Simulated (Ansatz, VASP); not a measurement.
# Au in VASP and in Ansatz

POSCAR

```
Au
1.0
    2.8902925734      0.0000000000      0.0000000000
   -1.4451462867      2.5030667929      0.0000000000
    0.0000000000      0.0000000000      4.9863335876
Au
2
Direct
    0.3333333333      0.6666666667      0.7500000000
    0.6666666667      0.3333333333      0.2500000000
```

INCAR.step1

```
PREC = Accurate ; ENCUT = 520
ISMEAR = 0 ; SIGMA = 0.15
LREAL = False ; LASPH = True
NELM = 100 ; NBANDS = 18
GGA = PE ; ALGO = Normal
EDIFF = 1E-4 ; LWAVE = True
LCHARG = False
```

The input INCAR.step2:

```
PREC = Accurate ; ENCUT = 520
EDIFF = 1E-6 ; ISMEAR = 0
SIGMA = 0.15 ; LREAL = False
LASPH = True ; NELM = 100
ALGO = Normal ; ISIF = 2
LWAVE = False ; LCHARG = True
METAGGA = R2SCAN ; LMIXTAU = True
LELF = True ; LVHAR = True
NBANDS = 18 ; ISTART = 1
```

The input KPOINTS:

```
Automatic mesh
0
Gamma
  24 24 12
```

Input for Ansatz:

```yaml
crystal:
  lattice:
    - [2.8902925734, 0.0, 0.0]
    - [-1.4451462867, 2.5030667929, 0.0]
    - [0.0, 0.0, 4.9863335876]
  atoms:
    - { symbol: Au, position: [0.3333333333, 0.6666666667, 0.75] }
    - { symbol: Au, position: [0.6666666667, 0.3333333333, 0.25] }
basis:
  ecutwfc: 500
kpoints:
  mp_grid: { grid: [24, 24, 12] }
hamiltonian:
  xc: r2scan
scf:
  occupations: { method: gaussian, width: 0.15 }
output:
  forces: true
  stress: true
  eigenvalues: true
```

Change from the starting cell: strain +0.000 along x and y, +0.025 along z, atoms carried along.

Alike in both runs: task single point; functional r2SCAN; k mesh 24 × 24 × 12; occupations gaussian, width 0.15 eV; no spin polarisation.

```csv
,VASP,Ansatz
version,VASP 6.6.1,Ansatz 0.2.0
potentials or method,"VASP PAW PBE potentials, release 64 (Au), cutoff 520 eV","scalar-relativistic, plane waves, PAW"
valence electrons in the cell,22,38
```

|  | VASP | Ansatz | Ansatz less VASP |
| --- | --- | --- | --- |
| gap on the k mesh at the Fermi level (eV) | none | none | - |
| pressure (GPa) | -3.1 | -3.3 | -0.22 |
| traceless stress, the component that is largest in VASP (GPa) | -0.83 | -0.77 | +0.057 |

VASP's potentials were made for PBE, not for r2SCAN. A gap of «none» marks a metal or a gap that the smearing closes. The functional is the same, so the differences come from potentials, cutoffs and numerics. VASP's potentials hold 22 valence electrons a cell and Ansatz's 38, so a difference there can come from the potentials and not from the codes.

Neither program's run includes spin-orbit coupling.
